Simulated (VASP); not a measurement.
# Au (Fm-3m) in VASP: a series of runs

The runs below take Au through single point, with PBE.

Everything below comes from runs of VASP 6.6.1. Logs are shortened: lines on timing, memory, paths and dates and some standing lists are left out, and cuts for length are marked.

## (1) The cell of the first run

Symmetry: Fm-3m, No. 225, cubic system. Conventional cell: a = 4.157 Å, b = 4.157 Å, c = 4.157 Å, α = 90.00°, β = 90.00°, γ = 90.00°. Within 3.9 Å of Au (site symmetry m-3m) lie 12 Au at 2.94 Å.

## (2) Single point, PBE

The input, INCAR:

```
SYSTEM = Au
ALGO     = Normal         ! electronic algorithm
EDIFF    = 1E-7           ! SCF threshold, eV
ENCUT    = 520            ! plane-wave cutoff, eV
GGA      = PE             ! functional
ISIF     = 2              ! what is computed and relaxed
ISMEAR   = 0              ! smearing method
LASPH    = .TRUE.         ! aspherical terms in the spheres
LCHARG   = .FALSE.        ! write CHGCAR
LREAL    = .FALSE.        ! projectors in reciprocal space
LWAVE    = .FALSE.        ! write WAVECAR
NBANDS   = 12             ! bands
NELM     = 60             ! most SCF steps
PREC     = Accurate       ! precision mode
SIGMA    = 0.1            ! smearing width, eV
```

The input, KPOINTS:

```
k-points
0
G
  13 13 13
  0 0 0
```

The input, POSCAR:

```
Au
1.0
    0.0000000000      2.0782552709      2.0782552709
    2.0782552709      0.0000000000      2.0782552709
    2.0782552709      2.0782552709      0.0000000000
Au
1
Direct
    0.0000000000      0.0000000000      0.0000000000
```

Potentials or basis: VASP PAW PBE potentials, release 64 (Au).

On the command line:

```bash
$ cat potpaw_PBE.64/Au/POTCAR > POTCAR
$ mpirun -np 1 vasp_std > vasp.out
```

OUTCAR:

```text
SYSTEM = Au
   EDIFF = 1E-7
   ENCUT = 520
   GGA = PE
   ISIF = 2
   ISMEAR = 0
   LASPH = .TRUE.
   LREAL = .FALSE.
   NELM = 60
   PREC = Accurate

 ion  position               nearest neighbor table
   1  0.000  0.000  0.000-

  LATTYP: Found a face centered cubic cell.
 ALAT       =     4.1565105418

  Lattice vectors:

 A1 = (   0.0000000000,   2.0782552709,   2.0782552709)
 A2 = (   2.0782552709,   0.0000000000,   2.0782552709)
 A3 = (   2.0782552709,   2.0782552709,   0.0000000000)

Analysis of symmetry for initial positions (statically):
=====================================================================
 Subroutine PRICEL returns:
 Original cell was already a primitive cell.

 Routine SETGRP: Setting up the symmetry group for a
 face centered cubic supercell.

 Subroutine GETGRP returns: Found 48 space group operations
 (whereof 48 operations were pure point group operations)
 out of a pool of 48 trial point group operations.

The static configuration has the point symmetry O_h .

Analysis of symmetry for dynamics (positions and initial velocities):
=====================================================================
 Subroutine PRICEL returns:
 Original cell was already a primitive cell.

 Routine SETGRP: Setting up the symmetry group for a
 face centered cubic supercell.

 Subroutine GETGRP returns: Found 48 space group operations
 (whereof 48 operations were pure point group operations)
 out of a pool of 48 trial point group operations.

The dynamic configuration has the point symmetry O_h .

 Subroutine INISYM returns: Found 48 space group operations
 (whereof 48 operations are pure point group operations),
 and found     1 'primitive' translations

----------------------------------------------------------------------------------------

                                     Primitive cell

  volume of cell :      17.9526

  direct lattice vectors                    reciprocal lattice vectors
     0.000000000  2.078255271  2.078255271    -0.240586422  0.240586422  0.240586422
     2.078255271  0.000000000  2.078255271     0.240586422 -0.240586422  0.240586422
     2.078255271  2.078255271  0.000000000     0.240586422  0.240586422 -0.240586422

  length of vectors
     2.939096790  2.939096790  2.939096790     0.416707907  0.416707907  0.416707907

  position of ions in fractional coordinates (direct lattice)
     0.000000000  0.000000000  0.000000000

[... 75 lines left out ...]
   EDIFF  = 0.1E-06   stopping-criterion for ELM
   LREAL  =      F    real-space projection
   EDIFFG = 0.1E-05   stopping-criterion for IOM
   NSW    =      0    number of steps for IOM
   IBRION =     -1    ionic relax: 0-MD 1-quasi-New 2-CG
   NFREE  =      0    steps in history (QN), initial steepest desc. (CG)
   ISIF   =      2    stress and relaxation
   ISYM   =      2    0-nonsym 1-usesym 2-fastsym
   POTIM  = 0.5000    time-step for ionic-motion
   TEBEG  =    0.0;   TEEND  =   0.0 temperature during run
   PSTRESS=    0.0 pullay stress
   NELECT =      11.0000    total number of electrons
   NUPDOWN=      -1.0000    fix difference up-down
   EMIN   =  10.00;   EMAX   =-10.00  energy-range for DOS
   EFERMI =   0.00;   METHOD = LEGACY
   ISMEAR =     0;   SIGMA  =   0.10  broadening in eV -4-tet -1-fermi 0-gaus
   EFERMI_NEDOS =   21; number of points for ismear=-14 and -15
   IALGO  =     38    algorithm
   IMIX   =      4    mixing-type and parameters
     AMIX     =   0.40;   BMIX     =  1.00
     AMIX_MAG =   1.60;   BMIX_MAG =  1.00
  volume/ion in A,a.u.               =      17.95       121.15
  Fermi-wavevector in a.u.,A,eV,Ry     =   1.390476  2.627619 26.305825  1.933424
  Thomas-Fermi vector in A             =   2.514407
   LORBIT       =      0    0 simple, 1 ext, 2 COOP (PROOUT), +10 PAW based schemes
   GGA     = PE    functional components
   LHFCALC =     F    Hartree Fock is set to
   AEXX    =    0.0000 exact exchange contribution
   IVDW    =     0    specifies the selected vdW correction
   LEPSILON=     F    determine dielectric tensor
   LRPA    =     F    only Hartree local field effects (RPA)
 non-spin polarized calculation
 Gauss-broadening in eV      SIGMA  =   0.10
  energy-cutoff  :      520.00
  volume of cell :       17.95
 maximum number of plane-waves:       531
 NGX is ok and might be reduce to    24
   NGX = 11   NGY = 11   NGZ = 11

 number of electron      11.0000002 magnetization

 Free energy of the ion-electron system (eV)
  ---------------------------------------------------
  ext. energy  EPLUGINS =         0.00000000
  ---------------------------------------------------
  free energy    TOTEN  =        -3.22214981 eV

  energy without entropy =       -3.22052249  energy(sigma->0) =       -3.22133615

 E-fermi :   8.7377     XC(G=0): -12.4081

 val. band max:        8.6847541877   @ k =   0.4615   0.3077   0.0000
 cond. band min:       8.7696375696   @ k =   0.4615   0.3846   0.0000
 fundamental gap:      0.0848833819
 Fermi energy:         8.7376526620

 k-point     1 :       0.0000    0.0000    0.0000
  band No.  band energies     occupation
      1      -0.6881      2.00000
      2       4.2019      2.00000
      3       4.2019      2.00000
      4       4.2019      2.00000
      5       5.5821      2.00000
      6       5.5821      2.00000
      7      23.2101      0.00000
      8      26.9095      0.00000
      9      26.9095      0.00000
     10      26.9095      0.00000
     11      31.6529      0.00000
     12      35.7402      0.00000
[... 331 lines left out ...]
 k-point    24 :       0.4615    0.1538    0.0000
  band No.  band energies     occupation
      1       2.2680      2.00000
      2       3.9266      2.00000
      3       4.6729      2.00000
      4       4.6844      2.00000
      5       6.7097      2.00000
      6       8.3185      2.00000
      7      13.6457      0.00000
      8      22.5919      0.00000
      9      23.5576      0.00000
     10      24.4602      0.00000
     11      33.0636      0.00000
     12      33.7736      0.00000

 [... further k-points ...]
[... 5 lines left out ...]
  --------------------------------------------------------------------------------------
  -------------------------------------------------------------------------------------
  Total       -0.0434951     -0.0434951     -0.0434951      0.0000000      0.0000000     -0.0000000
  in kB       -3.8817232     -3.8817232     -3.8817232      0.0000000      0.0000000     -0.0000000
  external PRESSURE =      -3.8817232 kB  Pullay stress =       0.0000000 kB

 VOLUME and BASIS-vectors are now :
 -----------------------------------------------------------------------------
  energy-cutoff  :      520.00
  volume of cell :       17.95
      direct lattice vectors                 reciprocal lattice vectors
     0.000000000  2.078255271  2.078255271    -0.240586422  0.240586422  0.240586422
     2.078255271  0.000000000  2.078255271     0.240586422 -0.240586422  0.240586422
     2.078255271  2.078255271  0.000000000     0.240586422  0.240586422 -0.240586422

 POSITION                                       TOTAL-FORCE (eV/Angst)
 -----------------------------------------------------------------------------------
      0.00000      0.00000      0.00000         0.000000      0.000000      0.000000
 -----------------------------------------------------------------------------------
    total drift:                                0.000000      0.000000     -0.000000

  FREE ENERGIE OF THE ION-ELECTRON SYSTEM (eV)
  ---------------------------------------------------
  free  energy   TOTEN  =        -3.2221498078 eV

  energy  without entropy=       -3.2205224881  energy(sigma->0) =       -3.22133615
```

OSZICAR:

```text
N       E                     dE             d eps       ncg     rms          rms(c)
DAV:   1     0.495625821501E+02    0.49563E+02   -0.55675E+03  2112   0.814E+02
DAV:   2    -0.280307011137E+01   -0.52366E+02   -0.49745E+02  2376   0.186E+02
DAV:   3    -0.348573507193E+01   -0.68266E+00   -0.68215E+00  2424   0.205E+01
DAV:   4    -0.348814426084E+01   -0.24092E-02   -0.24091E-02  2440   0.140E+00
DAV:   5    -0.348816265301E+01   -0.18392E-04   -0.18392E-04  2448   0.117E-01    0.796E+00
DAV:   6    -0.323971618332E+01    0.24845E+00   -0.69845E-01  2180   0.669E+00    0.519E+00
DAV:   7    -0.322401140020E+01    0.15705E-01   -0.55138E-02  2380   0.190E+00    0.263E+00
DAV:   8    -0.322215971380E+01    0.18517E-02   -0.12621E-03  2220   0.297E-01    0.251E-01
DAV:   9    -0.322214370537E+01    0.16008E-04   -0.96440E-06  2456   0.270E-02    0.146E-02
DAV:  10    -0.322214987948E+01   -0.61741E-05   -0.31782E-06  2364   0.174E-02    0.302E-03
DAV:  11    -0.322214980778E+01    0.71696E-07   -0.89673E-08  2232   0.228E-03
   1 F= -.32221498E+01 E0= -.32213361E+01  d E =-.162732E-02
```

stdout:

```text
POSCAR found type information on POSCAR Au
 POSCAR found :  1 types and       1 ions
 scaLAPACK will be used
 LDA part: xc-table for (Slater+PW92), standard interpolation
 POSCAR, INCAR and KPOINTS ok, starting setup
 FFT: planning ... GRIDC
 FFT: planning ... GRID_SOFT
 FFT: planning ... GRID
 WAVECAR not read
 entering main loop
```

It took 19 s on 1 thread of Intel Xeon 8259CL, shared host; peak memory 0.15 GiB.

What came out:

| Item | Value |
| --- | --- |
| Free energy | -3.2221 eV |
| Pressure | -0.4 GPa |

Levels at points of the mesh, in eV from the Fermi level:
```tsv
k point	band 3	band 4	band 5	band 6	band 7	band 8	band 9	band 10
(0.00, 0.00, 0.00)	-4.54	-4.54	-3.16	-3.16	14.47	18.17	18.17	18.17
```

Caveat: spin-orbit coupling is left out, which moves the levels of the heavy elements.

## (3) Single point, PBE

The input, INCAR:

```
SYSTEM = Au
  PREC = Accurate
  ENCUT = 520
  EDIFF = 1E-6
  ISMEAR = 0
  SIGMA = 0.2
  LREAL = .FALSE.
  LASPH = .TRUE.
  NELM = 100
  ALGO = Normal
  ISIF = 2
  LWAVE = .FALSE.
  LCHARG = .FALSE.
  GGA = PE
  NBANDS = 12
```

The input, KPOINTS:

```
regular mesh
0
G
  13 13 13
  0 0 0
```

POSCAR is that of step 2.

Potentials or basis: VASP PAW PBE potentials, release 64 (Au).

On the command line:

```bash
$ cat potpaw_PBE.64/Au/POTCAR > POTCAR
$ mpirun -np 1 vasp_std > vasp.out
```

Run time: 19 s. Hardware: 1 thread of Intel Xeon 8259CL, shared host; peak memory 0.15 GiB.

The run converged. Its results:

```yaml
Free_energy: -3.2246 eV
Pressure: -0.3 GPa
```

Levels at points of the mesh, in eV from the Fermi level:
```
           k point  band 4  band 5  band 6  band 7  band 8  band 9
(0.00, 0.00, 0.00)   -4.53   -3.15   -3.15   14.48   18.18   18.18
```

Caveat: spin-orbit coupling is left out, which moves the levels of the heavy elements.

(Part 1 of 2 ends here.)
